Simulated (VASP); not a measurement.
# HfC (P6_3/mmc) in VASP: single point with r2SCAN

Aim: the single point of HfC with r2SCAN.

All numbers are computed with VASP 6.6.1; they aren't measurements. Logs are shortened: lines on timing, memory, paths and dates and some standing lists are left out, and cuts for length are marked.

### Step 1. The cell of the first run

Symmetry: P6_3/mmc, No. 194, hexagonal system. Conventional cell: a = 3.343 Å, b = 3.343 Å, c = 5.203 Å, α = 90.00°, β = 90.00°, γ = 120.00°. Within 3.1 Å of Hf (site symmetry -6m2) lie 6 C at 2.33 Å. Within 3.1 Å of C (site symmetry -3m) lie 6 Hf at 2.33 Å and 2 C at 2.60 Å.

### Step 2. Single point, r2SCAN

POSCAR

```
HfC
1.0
    3.3428660000      0.0000000000      0.0000000000
   -1.6714330000      2.8950070000      0.0000000000
    0.0000000000      0.0000000000      5.2027140000
Hf C
2 2
Direct
    0.6666666667      0.3333333333      0.7500000000
    0.3333333333      0.6666666667      0.2500000000
    0.0000000000      0.0000000000      0.0000000000
    0.0000000000      0.0000000000      0.5000000000
```

INCAR.step1

```
SYSTEM = HfC
ALGO = Normal ; EDIFF = 1E-4
ENCUT = 520 ; GGA = PE
ISMEAR = -1 ; LASPH = .TRUE.
LCHARG = .FALSE. ; LREAL = .FALSE.
LWAVE = .TRUE. ; NBANDS = 22
NELM = 60 ; PREC = Accurate
SIGMA = 0.1
```

INCAR.step2

```
SYSTEM = HfC
ALGO = Normal ; EDIFF = 1E-6
ENCUT = 520 ; ISIF = 2
ISMEAR = -1 ; ISTART = 1
LASPH = .TRUE. ; LCHARG = .FALSE.
LMIXTAU = .TRUE. ; LREAL = .FALSE.
LWAVE = .FALSE. ; METAGGA = R2SCAN
NBANDS = 22 ; NELM = 60
PREC = Accurate ; SIGMA = 0.1
```

KPOINTS

```
k-points
0
G
  6 6 4
  0 0 0
```

Potentials or basis: VASP PAW PBE potentials, release 64 (Hf_pv, C).

Run with:

```sh
cat potpaw_PBE.64/Hf_pv/POTCAR potpaw_PBE.64/C/POTCAR > POTCAR
cp INCAR.step1 INCAR
mpirun -np 1 vasp_std > vasp.out
cp INCAR.step2 INCAR
mpirun -np 1 vasp_std > vasp.out
```

OUTCAR:

```text
SYSTEM = HfC
   EDIFF = 1E-6
   ENCUT = 520
   ISIF = 2
   ISMEAR = -1
   ISTART = 1
   LASPH = .TRUE.
   LREAL = .FALSE.
   METAGGA = R2SCAN
   NELM = 60
   PREC = Accurate

 ion  position               nearest neighbor table
   1  0.667  0.333  0.750-   3 2.33   4 2.33   3 2.33   4 2.33   3 2.33   4 2.33   2 3.24   2 3.24
                             2 3.24   2 3.24   2 3.24   2 3.24
   2  0.333  0.667  0.250-   3 2.33   4 2.33   3 2.33   4 2.33   3 2.33   4 2.33   1 3.24   1 3.24
                             1 3.24   1 3.24   1 3.24   1 3.24
   3  0.000  0.000  0.000-   1 2.33   2 2.33   1 2.33   2 2.33   1 2.33   2 2.33
   4  0.000  0.000  0.500-   1 2.33   2 2.33   1 2.33   2 2.33   1 2.33   2 2.33

  LATTYP: Found a hexagonal cell.
 ALAT       =     3.3428660000
 C/A-ratio  =     1.5563633122

  Lattice vectors:

 A1 = (   3.3428660000,   0.0000000000,   0.0000000000)
 A2 = (  -1.6714330000,   2.8950070000,   0.0000000000)
 A3 = (   0.0000000000,   0.0000000000,   5.2027140000)

Analysis of symmetry for initial positions (statically):
=====================================================================
 Subroutine PRICEL returns:
 Original cell was already a primitive cell.

 Routine SETGRP: Setting up the symmetry group for a
 hexagonal supercell.

 Subroutine GETGRP returns: Found 24 space group operations
 (whereof 12 operations were pure point group operations)
 out of a pool of 24 trial point group operations.

The static configuration has the point symmetry D_3d.
 The point group associated with its full space group is D_6h.

Analysis of symmetry for dynamics (positions and initial velocities):
=====================================================================
 Subroutine PRICEL returns:
 Original cell was already a primitive cell.

 Routine SETGRP: Setting up the symmetry group for a
 hexagonal supercell.

 Subroutine GETGRP returns: Found 24 space group operations
 (whereof 12 operations were pure point group operations)
 out of a pool of 24 trial point group operations.

The dynamic configuration has the point symmetry D_3d.
 The point group associated with its full space group is D_6h.

 Subroutine INISYM returns: Found 24 space group operations
 (whereof 12 operations are pure point group operations),
 and found     1 'primitive' translations

----------------------------------------------------------------------------------------

                                     Primitive cell

  volume of cell :      50.3499

  direct lattice vectors                    reciprocal lattice vectors
     3.342866000  0.000000000  0.000000000     0.299144507  0.172711154  0.000000000
    -1.671433000  2.895007000  0.000000000     0.000000000  0.345422308  0.000000000
     0.000000000  0.000000000  5.202714000     0.000000000  0.000000000  0.192207375

  length of vectors
     3.342866000  3.342866106  5.202714000     0.345422319  0.345422308  0.192207375

  position of ions in fractional coordinates (direct lattice)
     0.666666667  0.333333333  0.750000000
     0.333333333  0.666666667  0.250000000
     0.000000000  0.000000000  0.000000000
     0.000000000  0.000000000  0.500000000

  ion indices of the primitive-cell ions
   primitive index   ion index
                 1           1
                 2           2
                 3           3
                 4           4

----------------------------------------------------------------------------------------

 KPOINTS: k-points

Automatic generation of k-mesh.
 Grid dimensions read from file:
 generate k-points for:    6    6    4

 Generating k-lattice:

  Cartesian coordinates                     Fractional coordinates (reciprocal lattice)
     0.049857418  0.028785192  0.000000000     0.166666667 -0.000000000  0.000000000
     0.000000000  0.057570385  0.000000000     0.000000000  0.166666667  0.000000000
     0.000000000  0.000000000  0.048051844     0.000000000  0.000000000  0.250000000

  Length of vectors
     0.057570387  0.057570385  0.048051844

  Shift w.r.t. Gamma in fractional coordinates (k-lattice)
     0.000000000  0.000000000  0.000000000

 Subroutine IBZKPT returns following result:
 ===========================================

 Found     21 irreducible k-points:

 Following reciprocal coordinates:
            Coordinates               Weight
  0.000000  0.000000  0.000000      1.000000
  0.166667  0.000000  0.000000      6.000000
  0.333333  0.000000  0.000000      6.000000
  0.500000  0.000000  0.000000      3.000000
  0.166667  0.166667  0.000000      6.000000
  0.333333  0.166667  0.000000     12.000000
[... 13 lines left out ...]
  0.333333  0.166667  0.500000     12.000000
  0.333333  0.333333  0.500000      2.000000
   k-points           NKPTS =     21   k-points in BZ     NKDIM =     21   number of bands    NBANDS=     22
   number of dos      NEDOS =    301   number of ions     NIONS =      4
   total plane-waves  NPLWV =  31360
   dimension x,y,z NGX =    28 NGY =   28 NGZ =   40
   dimension x,y,z NGXF=    56 NGYF=   56 NGZF=   80
   ions per type =               2   2
   NGX,Y,Z   is equivalent  to a cutoff of  13.92, 13.92, 12.78 a.u.
   NGXF,Y,Z  is equivalent  to a cutoff of  27.85, 27.85, 25.56 a.u.
 SYSTEM =  HfC
   PREC   = accura    normal or accurate (medium, high low for compatibility)
   ISTART =      1    job   : 0-new  1-cont  2-samecut
   ICHARG =      0    charge: 1-file 2-atom 10-const
   ISPIN  =      1    spin polarized calculation?
   LNONCOLLINEAR =      F non collinear calculations
   LSORBIT =      F    spin-orbit coupling
   LASPH  =      T    aspherical Exc in radial PAW
   ENCUT  =  520.0 eV  38.22 Ry    6.18 a.u.   6.22  6.22  9.67*2*pi/ulx,y,z
   NELM   =     60;   NELMIN=  2; NELMDL=  0     # of ELM steps
   EDIFF  = 0.1E-05   stopping-criterion for ELM
   LREAL  =      F    real-space projection
   EDIFFG = 0.1E-04   stopping-criterion for IOM
   NSW    =      0    number of steps for IOM
   IBRION =     -1    ionic relax: 0-MD 1-quasi-New 2-CG
   NFREE  =      0    steps in history (QN), initial steepest desc. (CG)
   ISIF   =      2    stress and relaxation
   ISYM   =      2    0-nonsym 1-usesym 2-fastsym
   POTIM  = 0.5000    time-step for ionic-motion
   TEBEG  =    0.0;   TEEND  =   0.0 temperature during run
   PSTRESS=    0.0 pullay stress
   NELECT =      28.0000    total number of electrons
   NUPDOWN=      -1.0000    fix difference up-down
   EMIN   =  10.00;   EMAX   =-10.00  energy-range for DOS
   EFERMI =   0.00;   METHOD = LEGACY
   ISMEAR =    -1;   SIGMA  =   0.10  broadening in eV -4-tet -1-fermi 0-gaus
   EFERMI_NEDOS =   21; number of points for ismear=-14 and -15
   IALGO  =     38    algorithm
   IMIX   =      4    mixing-type and parameters
     AMIX     =   0.40;   BMIX     =  1.00
     AMIX_MAG =   1.60;   BMIX_MAG =  1.00
  volume/ion in A,a.u.               =      12.59        84.94
  Fermi-wavevector in a.u.,A,eV,Ry     =   1.346257  2.544057 24.659309  1.812408
  Thomas-Fermi vector in A             =   2.474104
   LORBIT       =      0    0 simple, 1 ext, 2 COOP (PROOUT), +10 PAW based schemes
   METAGGA = R2SCAN    functional components
   LHFCALC =     F    Hartree Fock is set to
   AEXX    =    0.0000 exact exchange contribution
   IVDW    =     0    specifies the selected vdW correction
   LEPSILON=     F    determine dielectric tensor
   LRPA    =     F    only Hartree local field effects (RPA)
 non-spin polarized calculation
  energy-cutoff  :      520.00
  volume of cell :       50.35
 maximum number of plane-waves:      1375
 NGX is ok and might be reduce to    28
   NGX = 13   NGY = 13   NGZ = 19

 number of electron      28.0000002 magnetization

 Free energy of the ion-electron system (eV)
  ---------------------------------------------------
  ext. energy  EPLUGINS =         0.00000000
  ---------------------------------------------------
  free energy    TOTEN  =      -113.73888472 eV

  energy without entropy =     -113.71762089  energy(sigma->0) =     -113.72825280

 E-fermi :   6.1862     XC(G=0): -13.1333

 val. band max:        6.0950036452   @ k =   0.1667   0.1667   0.2500
 cond. band min:       6.2966450657   @ k =   0.1667   0.0000   0.0000
 fundamental gap:      0.2016414204
 Fermi energy:         6.1862041514

 k-point     1 :       0.0000    0.0000    0.0000
  band No.  band energies     occupation
      1     -25.4505      2.00000
      2     -24.8725      2.00000
      3     -24.8724      2.00000
      4     -24.7854      2.00000
      5     -24.7854      2.00000
      6     -24.7000      2.00000
[... 14 lines left out ...]
     21      10.7382      0.00000
     22      14.9611      0.00000

 k-point     2 :       0.1667    0.0000    0.0000
  band No.  band energies     occupation
      1     -25.3857      2.00000
      2     -24.9980      2.00000
      3     -24.9183      2.00000
      4     -24.8981      2.00000
      5     -24.7915      2.00000
      6     -24.7246      2.00000
[... 14 lines left out ...]
     21      12.3103      0.00000
     22      13.6980      0.00000

 k-point     3 :       0.3333    0.0000    0.0000
  band No.  band energies     occupation
      1     -25.2505      2.00000
      2     -25.2290      2.00000
      3     -25.1046      2.00000
      4     -24.9971      2.00000
      5     -24.8156      2.00000
      6     -24.8001      2.00000
[... 14 lines left out ...]
     21      12.9757      0.00000
     22      13.6894      0.00000
[... 401 lines left out ...]
 k-point    20 :       0.3333    0.1667    0.5000
  band No.  band energies     occupation
      1     -25.3376      2.00000
      2     -25.3376      2.00000
      3     -25.0386      2.00000
      4     -25.0386      2.00000
      5     -24.8374      2.00000
      6     -24.8374      2.00000
[... 14 lines left out ...]
     21      14.0385      0.00000
     22      14.0385      0.00000

 k-point    21 :       0.3333    0.3333    0.5000
  band No.  band energies     occupation
      1     -25.2768      2.00000
      2     -25.2768      2.00000
      3     -25.1802      2.00000
      4     -25.1802      2.00000
      5     -24.8159      2.00000
      6     -24.8159      2.00000
[... 14 lines left out ...]
     21      13.8890      0.00000
     22      13.8890      0.00000

------------------------ aborting loop because EDIFF is reached ----------------------------------------

  FORCE on cell =-STRESS in cart. coord.  units (eV):
  Direction    XX          YY          ZZ          XY          YZ          ZX
  --------------------------------------------------------------------------------------
  -------------------------------------------------------------------------------------
  Total       -1.9755056     -1.9755058      0.3550741      0.0000000      0.0000000     -0.0000000
  in kB      -62.8623060    -62.8623113     11.2987666      0.0000000      0.0000000     -0.0000000
  external PRESSURE =     -38.1419503 kB  Pullay stress =       0.0000000 kB

 VOLUME and BASIS-vectors are now :
 -----------------------------------------------------------------------------
  energy-cutoff  :      520.00
  volume of cell :       50.35
      direct lattice vectors                 reciprocal lattice vectors
     3.342866000  0.000000000  0.000000000     0.299144507  0.172711154  0.000000000
    -1.671433000  2.895007000  0.000000000     0.000000000  0.345422308  0.000000000
     0.000000000  0.000000000  5.202714000     0.000000000  0.000000000  0.192207375

 POSITION                                       TOTAL-FORCE (eV/Angst)
 -----------------------------------------------------------------------------------
      1.67143      0.96500      3.90204        -0.000000      0.000000      0.000000
     -0.00000      1.93000      1.30068         0.000000     -0.000000      0.000000
      0.00000      0.00000      0.00000        -0.000000      0.000000      0.000000
      0.00000      0.00000      2.60136        -0.000000      0.000000      0.000000
 -----------------------------------------------------------------------------------
    total drift:                               -0.000000      0.000000     -0.000000

  FREE ENERGIE OF THE ION-ELECTRON SYSTEM (eV)
  ---------------------------------------------------
  free  energy   TOTEN  =      -113.7388847169 eV

  energy  without entropy=     -113.7176208885  energy(sigma->0) =     -113.72825280
```

Run time: 71 s. Hardware: 1 thread of Intel Xeon Platinum 8488C (Sapphire Rapids), shared host; peak memory 0.18 GiB.

What came out:

```yaml
Free_energy: -113.7389 eV
Pressure: -3.8 GPa
Band_gap_on_the_k_mesh: zero (band 14 reaches 7.66 eV, above the bottom of band 15 at 6.09 eV)
```

Stress tensor (GPa, compression positive):
```
-6.29  0.00  0.00
 0.00 -6.29  0.00
 0.00  0.00  1.13
```

Levels at points of the mesh, in eV from the Fermi level:
```tsv
k point	band 10	band 11	band 12	band 13	band 14	band 15	band 16	band 17	band 18	band 19
(0.00, 0.00, 0.00)	-3.08	-3.08	-1.15	-1.15	1.47	1.84	1.84	2.29	2.29	2.70
(0.50, 0.00, 0.00)	-4.12	-3.46	-3.32	-1.56	-1.11	1.76	4.80	5.17	5.33	5.96
(0.00, 0.00, 0.50)	-2.99	-2.61	-2.61	-2.61	-2.61	4.38	4.38	4.38	4.38	4.63
(0.50, 0.00, 0.50)	-4.47	-2.88	-2.88	-2.38	-2.38	1.63	1.63	5.14	5.14	5.80
```

Caveat: the k points lie up to 0.36 Å⁻¹ apart; the PAW data sets were made with another functional, which shifts forces and pressure a little; spin-orbit coupling is left out, which moves the levels of the heavy elements.
